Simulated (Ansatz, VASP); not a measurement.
# W in VASP and in Ansatz

```
W
1.0
    -1.55737    1.55737    1.51744
     1.55737   -1.55737    1.51744
     1.55737    1.55737   -1.51744
W
1
Direct
  0.00000 0.00000 0.00000
```

Change from the starting cell: strain -0.025 along x and y, -0.050 along z, atoms carried along.

Alike in both runs: task single point; functional r2SCAN; k mesh 20 × 20 × 20; occupations gaussian, width 0.15 eV; no spin polarisation.

|  | VASP | Ansatz |
| --- | --- | --- |
| version | VASP 6.6.1 | Ansatz 0.2.0 |
| potentials or method | VASP PAW PBE potentials, release 64 (W_sv), cutoff 520 eV | scalar-relativistic, plane waves, PAW |
| valence electrons in the cell | 14 | 14 |

|  | VASP | Ansatz | Ansatz less VASP |
| --- | --- | --- | --- |
| gap on the k mesh at the Fermi level (eV) | none | none | - |
| pressure (GPa) | 31.0 | 29.2 | -1.74 |
| traceless stress, the component that is largest in VASP (GPa) | 7.91 | 7.90 | -0.008 |

VASP's potentials were made for PBE, not for r2SCAN. A gap of «none» marks a metal or a gap that the smearing closes. Both programs put the cell under a high pressure, so it lies far from rest at this level.

Spin-orbit coupling is off throughout.
